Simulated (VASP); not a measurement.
# Ti (I4/mmm) in VASP: further runs, part 2 of 3

VASP 6.6.1. The steps go on from the part before.

## (3) Electric field gradients, LDA (zz strain of -2 %)

INCAR

```
SYSTEM = Ti
PREC = Accurate ; ENCUT = 400
EDIFF = 1E-8 ; ISMEAR = -1
SIGMA = 0.05 ; LREAL = .FALSE.
LASPH = .TRUE. ; NELM = 120
ALGO = Normal ; ISIF = 2
LWAVE = .FALSE. ; LCHARG = .FALSE.
LEFG = .TRUE. ; NBANDS = 12
GGA_COMPAT = .FALSE.
```

KPOINTS

```
regular mesh
0
G
  15 15 15
  0 0 0
```

POSCAR

```
Ti
1.0
    0.0000000000      2.0300000000      1.9894000000
    2.0300000000      0.0000000000      1.9894000000
    2.0300000000      2.0300000000      0.0000000000
Ti
1
Direct
    0.0000000000      0.0000000000      0.0000000000
```

Potentials or basis: VASP PAW LDA potentials, release 64 (Ti_sv).

Run with:

```console
$ cat potpaw_LDA.64/Ti_sv/POTCAR > POTCAR
$ mpirun -np 1 vasp_std > vasp.out
```

OUTCAR:

```text
SYSTEM = Ti
   PREC = Accurate
   ENCUT = 400
   EDIFF = 1E-8
   ISMEAR = -1
   LREAL = .FALSE.
   LASPH = .TRUE.
   NELM = 120
   ISIF = 2

 ion  position               nearest neighbor table
   1  0.000  0.000  0.000-

  LATTYP: Found a body centered tetragonal cell.
 ALAT       =     2.8708535316
 C/A-ratio  =     1.3859292911

  Lattice vectors:

 A1 = (   0.0000000000,  -2.0300000000,  -1.9894000000)
 A2 = (   0.0000000000,   2.0300000000,  -1.9894000000)
 A3 = (   2.0300000000,   0.0000000000,   1.9894000000)

Analysis of symmetry for initial positions (statically):
=====================================================================
 Subroutine PRICEL returns:
 Original cell was already a primitive cell.

 Routine SETGRP: Setting up the symmetry group for a
 body centered tetragonal supercell.

 Subroutine GETGRP returns: Found 16 space group operations
 (whereof 16 operations were pure point group operations)
 out of a pool of 16 trial point group operations.

The static configuration has the point symmetry D_4h.

Analysis of symmetry for dynamics (positions and initial velocities):
=====================================================================
 Subroutine PRICEL returns:
 Original cell was already a primitive cell.

 Routine SETGRP: Setting up the symmetry group for a
 body centered tetragonal supercell.

 Subroutine GETGRP returns: Found 16 space group operations
 (whereof 16 operations were pure point group operations)
 out of a pool of 16 trial point group operations.

The dynamic configuration has the point symmetry D_4h.

 Subroutine INISYM returns: Found 16 space group operations
[... 162 lines left out ...]
     12      28.7833      0.00000
[... 331 lines left out ...]
 k-point    24 :       0.2000    0.1333    0.0000
  band No.  band energies     occupation
      1     -47.2497      2.00000
      2     -23.7098      2.00000
      3     -23.5506      2.00000
      4     -23.5402      2.00000
      5       3.7995      2.00000
      6       8.7004      0.32139
      7       9.9521      0.00000
      8       9.9770      0.00000
      9      10.6108      0.00000
     10      11.4285      0.00000
     11      24.9061      0.00000
     12      25.6422      0.00000

 [... further k-points ...]

------------------------ aborting loop because EDIFF is reached ----------------------------------------

  FORCE on cell =-STRESS in cart. coord.  units (eV):
  Direction    XX          YY          ZZ          XY          YZ          ZX
  --------------------------------------------------------------------------------------
  -------------------------------------------------------------------------------------
  Total       -0.3898918     -0.3898918     -0.3045377      0.0000000      0.0000000      0.0000000
  in kB      -38.0987266    -38.0987266    -29.7582528      0.0000000      0.0000000      0.0000000
  external PRESSURE =     -35.3185687 kB  Pullay stress =       0.0000000 kB

 VOLUME and BASIS-vectors are now :
 -----------------------------------------------------------------------------
  energy-cutoff  :      400.00
  volume of cell :       16.40
      direct lattice vectors                 reciprocal lattice vectors
     0.000000000  2.030000000  1.989400000    -0.246305419  0.246305419  0.251332060
     2.030000000  0.000000000  1.989400000     0.246305419 -0.246305419  0.251332060
     2.030000000  2.030000000  0.000000000     0.246305419  0.246305419 -0.251332060

 POSITION                                       TOTAL-FORCE (eV/Angst)
 -----------------------------------------------------------------------------------
      0.00000      0.00000      0.00000         0.000000      0.000000     -0.000000
 -----------------------------------------------------------------------------------
    total drift:                               -0.000000     -0.000000     -0.000000

  FREE ENERGIE OF THE ION-ELECTRON SYSTEM (eV)
  ---------------------------------------------------
  free  energy   TOTEN  =        -8.4949537478 eV

  energy  without entropy=       -8.4806406924  energy(sigma->0) =       -8.48779722

 Electric field gradients (V/A^2)
---------------------------------------------------------------------
 ion       V_xx      V_yy      V_zz      V_xy      V_xz      V_yz
---------------------------------------------------------------------
   1      -0.569    -0.569     1.137     0.000     0.001     0.001
---------------------------------------------------------------------

 Electric field gradients after diagonalization (V/A^2)
 (convention: |V_zz| > |V_xx| > |V_yy|)
----------------------------------------------------------------------
 ion       V_xx      V_yy      V_zz     asymmetry (V_yy - V_xx)/ V_zz
----------------------------------------------------------------------
   1      -0.569    -0.569     1.137       0.000
----------------------------------------------------------------------

           NMR quadrupolar parameters

 Cq : quadrupolar parameter    Cq=e*Q*V_zz/h
 eta: asymmetry parameters     (V_yy - V_xx)/ V_zz
 Q  : nuclear electric quadrupole moment in mb (millibarn)
----------------------------------------------------------------------
 ion       Cq(MHz)       eta       Q (mb)
----------------------------------------------------------------------
   1       0.003       0.000       1.000
----------------------------------------------------------------------
```

OSZICAR:

```text
N       E                     dE             d eps       ncg     rms          rms(c)
DAV:   1     0.739850648054E+02    0.73985E+02   -0.56341E+03  6980   0.102E+03
DAV:   2    -0.620538559090E+01   -0.80190E+02   -0.77884E+02  6988   0.268E+02
DAV:   3    -0.939115216113E+01   -0.31858E+01   -0.31567E+01  8920   0.574E+01
DAV:   4    -0.946556139825E+01   -0.74409E-01   -0.74324E-01  7800   0.772E+00
DAV:   5    -0.946749541979E+01   -0.19340E-02   -0.19340E-02  8128   0.110E+00    0.862E+00
DAV:   6    -0.850724791012E+01    0.96025E+00   -0.19654E+00  7556   0.205E+01    0.230E+00
DAV:   7    -0.848865369765E+01    0.18594E-01   -0.92536E-02  8448   0.327E+00    0.128E+00
DAV:   8    -0.849474595420E+01   -0.60923E-02   -0.36965E-02  7120   0.254E+00    0.163E-01
DAV:   9    -0.849493918377E+01   -0.19323E-03   -0.26186E-03  8716   0.588E-01    0.710E-02
DAV:  10    -0.849496360064E+01   -0.24417E-04   -0.23341E-04  7404   0.181E-01    0.967E-03
DAV:  11    -0.849495486978E+01    0.87309E-05   -0.15861E-05  8144   0.576E-02    0.111E-02
DAV:  12    -0.849495372552E+01    0.11443E-05   -0.32262E-06  7592   0.231E-02    0.846E-04
DAV:  13    -0.849495377076E+01   -0.45233E-07   -0.63348E-08  8188   0.248E-03    0.612E-04
DAV:  14    -0.849495374659E+01    0.24164E-07   -0.10739E-08  5348   0.165E-03    0.265E-05
DAV:  15    -0.849495374785E+01   -0.12546E-08   -0.58325E-10  3952   0.238E-04
   1 F= -.84949537E+01 E0= -.84877972E+01  d E =-.143131E-01
```

stdout:

```text
POSCAR found type information on POSCAR Ti
 POSCAR found :  1 types and       1 ions
 scaLAPACK will be used
 LDA part: xc-table for (Slater(with rela. corr.)+CA(PZ))
 , standard interpolation
 POSCAR, INCAR and KPOINTS ok, starting setup
 FFT: planning ... GRIDC
 FFT: planning ... GRID_SOFT
 FFT: planning ... GRID
 WAVECAR not read
 entering main loop
ion   1
```

Wall time 67 s (1 thread of AMD EPYC 7R43 (Zen 3), shared host); peak memory 0.11 GiB.

Results:

```yaml
Free_energy: -8.4950 eV
Pressure: -3.5 GPa
Band_gap_on_the_k_mesh: zero (bands 6 and 7 overlap by 1.15 eV)
Largest_electric_field_gradient_by_atom: Ti +1.1 V/Å²
```

Levels at points of the mesh, in eV from the Fermi level:
```tsv
k point	band 3	band 4	band 5	band 6	band 7	band 8	band 9	band 10
(0.00, 0.00, 0.00)	-32.09	-32.08	-6.12	0.82	0.82	0.99	2.51	2.71
```

Electric field gradients, principal values (V/Å²):
```tsv
atom	least	middle	greatest (by size)
1 Ti	-0.569	-0.569	1.137
```

Caveat: the cell differs from its parent crystal (zz strain of -2 %); the cell stands under tension; without QUAD_EFG the Cq values of the log hold for a quadrupole moment of 1 mb, not for the nuclei.

## (4) Electric field gradients, LDA (equal xx and yy strain of +1 %)

INCAR

```
SYSTEM = Ti
ALGO = Normal
EDIFF = 1E-8
ENCUT = 400
GGA_COMPAT = .False.
ISIF = 2
ISMEAR = -1
LASPH = .True.
LCHARG = .False.
LEFG = .True.
LREAL = .False.
LWAVE = .False.
NBANDS = 12
NELM = 120
PREC = Accurate
SIGMA = 0.05
```

KPOINTS

```
k-points
0
Gamma
  15 15 15
  0 0 0
```

POSCAR

```
Ti
1.0
    0.0000000000      2.0503000000      2.0300000000
    2.0503000000      0.0000000000      2.0300000000
    2.0503000000      2.0503000000      0.0000000000
Ti
1
Direct
    0.0000000000      0.0000000000      0.0000000000
```

Potentials or basis: VASP PAW LDA potentials, release 64 (Ti_sv).

Run with:

```console
$ cat potpaw_LDA.64/Ti_sv/POTCAR > POTCAR
$ mpirun -np 1 vasp_std > vasp.out
```

OUTCAR:

```text
SYSTEM = Ti
   EDIFF = 1E-8
   ENCUT = 400
   ISIF = 2
   ISMEAR = -1
   LASPH = .True.
   LREAL = .False.
   NELM = 120
   PREC = Accurate

 ion  position               nearest neighbor table
   1  0.000  0.000  0.000-

  LATTYP: Found a body centered tetragonal cell.
 ALAT       =     2.8995620669
 C/A-ratio  =     1.4002114479

  Lattice vectors:

 A1 = (   0.0000000000,  -2.0503000000,  -2.0300000000)
 A2 = (   0.0000000000,   2.0503000000,  -2.0300000000)
 A3 = (   2.0503000000,   0.0000000000,   2.0300000000)

Analysis of symmetry for initial positions (statically):
=====================================================================
 Subroutine PRICEL returns:
 Original cell was already a primitive cell.

[... 542 lines left out ...]
  in kB      -77.9458159    -77.9458159    -74.0308616      0.0000000      0.0000000      0.0000000
  external PRESSURE =     -76.6408311 kB  Pullay stress =       0.0000000 kB

 VOLUME and BASIS-vectors are now :
 -----------------------------------------------------------------------------
  energy-cutoff  :      400.00
  volume of cell :       17.07
      direct lattice vectors                 reciprocal lattice vectors
     0.000000000  2.050300000  2.030000000    -0.243866751  0.243866751  0.246305419
     2.050300000  0.000000000  2.030000000     0.243866751 -0.243866751  0.246305419
     2.050300000  2.050300000  0.000000000     0.243866751  0.243866751 -0.246305419

 POSITION                                       TOTAL-FORCE (eV/Angst)
 -----------------------------------------------------------------------------------
      0.00000      0.00000      0.00000         0.000000      0.000000      0.000000
 -----------------------------------------------------------------------------------
    total drift:                               -0.000000     -0.000000     -0.000000

  FREE ENERGIE OF THE ION-ELECTRON SYSTEM (eV)
  ---------------------------------------------------
  free  energy   TOTEN  =        -8.4751999421 eV

  energy  without entropy=       -8.4606350390  energy(sigma->0) =       -8.46791749

 Electric field gradients (V/A^2)
---------------------------------------------------------------------
 ion       V_xx      V_yy      V_zz      V_xy      V_xz      V_yz
---------------------------------------------------------------------
   1      -0.312    -0.312     0.624     0.000     0.001     0.001
---------------------------------------------------------------------

 Electric field gradients after diagonalization (V/A^2)
 (convention: |V_zz| > |V_xx| > |V_yy|)
----------------------------------------------------------------------
 ion       V_xx      V_yy      V_zz     asymmetry (V_yy - V_xx)/ V_zz
----------------------------------------------------------------------
   1      -0.312    -0.312     0.624       0.000
----------------------------------------------------------------------

           NMR quadrupolar parameters

 Cq : quadrupolar parameter    Cq=e*Q*V_zz/h
 eta: asymmetry parameters     (V_yy - V_xx)/ V_zz
 Q  : nuclear electric quadrupole moment in mb (millibarn)
----------------------------------------------------------------------
 ion       Cq(MHz)       eta       Q (mb)
----------------------------------------------------------------------
   1       0.002       0.000       1.000
----------------------------------------------------------------------
```

OSZICAR:

```text
N       E                     dE             d eps       ncg     rms          rms(c)
DAV:   1     0.753059804517E+02    0.75306E+02   -0.56419E+03  6988   0.102E+03
DAV:   2    -0.602983320627E+01   -0.81336E+02   -0.79068E+02  7060   0.269E+02
DAV:   3    -0.943661787302E+01   -0.34068E+01   -0.33741E+01  9136   0.584E+01
DAV:   4    -0.951322131387E+01   -0.76603E-01   -0.76528E-01  7852   0.774E+00
DAV:   5    -0.951508608079E+01   -0.18648E-02   -0.18647E-02  8200   0.105E+00    0.829E+00
DAV:   6    -0.849149471732E+01    0.10236E+01   -0.21037E+00  7544   0.211E+01    0.214E+00
DAV:   7    -0.847082844375E+01    0.20666E-01   -0.90259E-02  8500   0.315E+00    0.123E+00
DAV:   8    -0.847499402926E+01   -0.41656E-02   -0.34861E-02  7176   0.251E+00    0.159E-01
DAV:   9    -0.847519080445E+01   -0.19678E-03   -0.24480E-03  8776   0.572E-01    0.671E-02
DAV:  10    -0.847520726439E+01   -0.16460E-04   -0.24448E-04  7460   0.186E-01    0.896E-03
DAV:  11    -0.847520152804E+01    0.57363E-05   -0.19619E-05  8048   0.653E-02    0.119E-02
DAV:  12    -0.847519991843E+01    0.16096E-05   -0.43404E-06  7740   0.270E-02    0.101E-03
DAV:  13    -0.847519998837E+01   -0.69936E-07   -0.71361E-08  8100   0.292E-03    0.530E-04
DAV:  14    -0.847519994011E+01    0.48257E-07   -0.88214E-09  5452   0.146E-03    0.111E-04
DAV:  15    -0.847519994205E+01   -0.19411E-08   -0.51786E-10  4100   0.221E-04
   1 F= -.84751999E+01 E0= -.84679175E+01  d E =-.145649E-01
```

Wall time 62 s (1 thread of AMD EPYC 7R43 (Zen 3), shared host); peak memory 0.1 GiB.

What came out:

```yaml
Free_energy: -8.4752 eV
Pressure: -7.7 GPa
Band_gap_on_the_k_mesh: zero (bands 6 and 7 overlap by 1.12 eV)
Largest_electric_field_gradient_by_atom: Ti +0.6 V/Å²
```

Electric field gradients, principal values (V/Å²):
| atom | least | middle | greatest (by size) |
| --- | --- | --- | --- |
| 1 Ti | -0.312 | -0.312 | 0.624 |

Caveat: the cell differs from its parent crystal (equal xx and yy strain of +1 %); the cell stands under tension; without QUAD_EFG the Cq values of the log hold for a quadrupole moment of 1 mb, not for the nuclei.

## (5) Electric field gradients, LDA (equal xx and yy strain of +1 %)

INCAR

```
  PREC = Accurate
  ENCUT = 400
  EDIFF = 1E-8
  ISMEAR = -1
  SIGMA = 0.05
  LREAL = F
  LASPH = T
  NELM = 120
  ALGO = Normal
  ISIF = 2
  LWAVE = F
  LCHARG = F
  GGA = CA
  LEFG = T
  NBANDS = 12
  GGA_COMPAT = F
```

KPOINTS

```
regular mesh
0
Gamma
  15 15 15
```

POSCAR is that of step 4.

Potentials or basis: VASP PAW LDA potentials, release 64 (Ti_sv).

Run with:

```console
$ cat potpaw_LDA.64/Ti_sv/POTCAR > POTCAR
$ mpirun -np 1 vasp_std > vasp.out
```

OUTCAR:

```text
PREC = Accurate
   ENCUT = 400
   EDIFF = 1E-8
   ISMEAR = -1
   LREAL = F
   LASPH = T
   NELM = 120
   ISIF = 2
   GGA = CA

 ion  position               nearest neighbor table
   1  0.000  0.000  0.000-

  LATTYP: Found a body centered tetragonal cell.
 ALAT       =     2.8995620669
 C/A-ratio  =     1.4002114479

  Lattice vectors:

 A1 = (   0.0000000000,  -2.0503000000,  -2.0300000000)
 A2 = (   0.0000000000,   2.0503000000,  -2.0300000000)
 A3 = (   2.0503000000,   0.0000000000,   2.0300000000)

Analysis of symmetry for initial positions (statically):
=====================================================================
 Subroutine PRICEL returns:
 Original cell was already a primitive cell.

 Routine SETGRP: Setting up the symmetry group for a
 body centered tetragonal supercell.

 Subroutine GETGRP returns: Found 16 space group operations
 (whereof 16 operations were pure point group operations)
[... 539 lines left out ...]

 VOLUME and BASIS-vectors are now :
 -----------------------------------------------------------------------------
  energy-cutoff  :      400.00
  volume of cell :       17.07
      direct lattice vectors                 reciprocal lattice vectors
     0.000000000  2.050300000  2.030000000    -0.243866751  0.243866751  0.246305419
     2.050300000  0.000000000  2.030000000     0.243866751 -0.243866751  0.246305419
     2.050300000  2.050300000  0.000000000     0.243866751  0.243866751 -0.246305419

 POSITION                                       TOTAL-FORCE (eV/Angst)
 -----------------------------------------------------------------------------------
      0.00000      0.00000      0.00000         0.000000      0.000000      0.000000
 -----------------------------------------------------------------------------------
    total drift:                               -0.000000     -0.000000     -0.000000

  FREE ENERGIE OF THE ION-ELECTRON SYSTEM (eV)
  ---------------------------------------------------
  free  energy   TOTEN  =        -8.4751999421 eV

  energy  without entropy=       -8.4606350390  energy(sigma->0) =       -8.46791749

 Electric field gradients (V/A^2)
---------------------------------------------------------------------
 ion       V_xx      V_yy      V_zz      V_xy      V_xz      V_yz
---------------------------------------------------------------------
   1      -0.312    -0.312     0.624     0.000     0.001     0.001
---------------------------------------------------------------------

 Electric field gradients after diagonalization (V/A^2)
 (convention: |V_zz| > |V_xx| > |V_yy|)
----------------------------------------------------------------------
 ion       V_xx      V_yy      V_zz     asymmetry (V_yy - V_xx)/ V_zz
----------------------------------------------------------------------
   1      -0.312    -0.312     0.624       0.000
----------------------------------------------------------------------

           NMR quadrupolar parameters

 Cq : quadrupolar parameter    Cq=e*Q*V_zz/h
 eta: asymmetry parameters     (V_yy - V_xx)/ V_zz
 Q  : nuclear electric quadrupole moment in mb (millibarn)
----------------------------------------------------------------------
 ion       Cq(MHz)       eta       Q (mb)
----------------------------------------------------------------------
   1       0.002       0.000       1.000
----------------------------------------------------------------------
```

Run time: 78 s. Hardware: 1 thread of AMD EPYC 7R43 (Zen 3), shared host; peak memory 0.11 GiB.

Results:

```
Free energy                             : -8.4752 eV
Pressure                                : -7.7 GPa
Band gap on the k mesh                  : zero (bands 6 and 7 overlap by 1.12 eV)
Largest electric field gradient by atom : Ti +0.6 V/Å²
```

Electric field gradients, principal values (V/Å²):
```csv
atom,least,middle,greatest (by size)
1 Ti,-0.312,-0.312,0.624
```

Caveat: the cell differs from its parent crystal (equal xx and yy strain of +1 %); the cell stands under tension; without QUAD_EFG the Cq values of the log hold for a quadrupole moment of 1 mb, not for the nuclei.

[end of part 2 of 3]
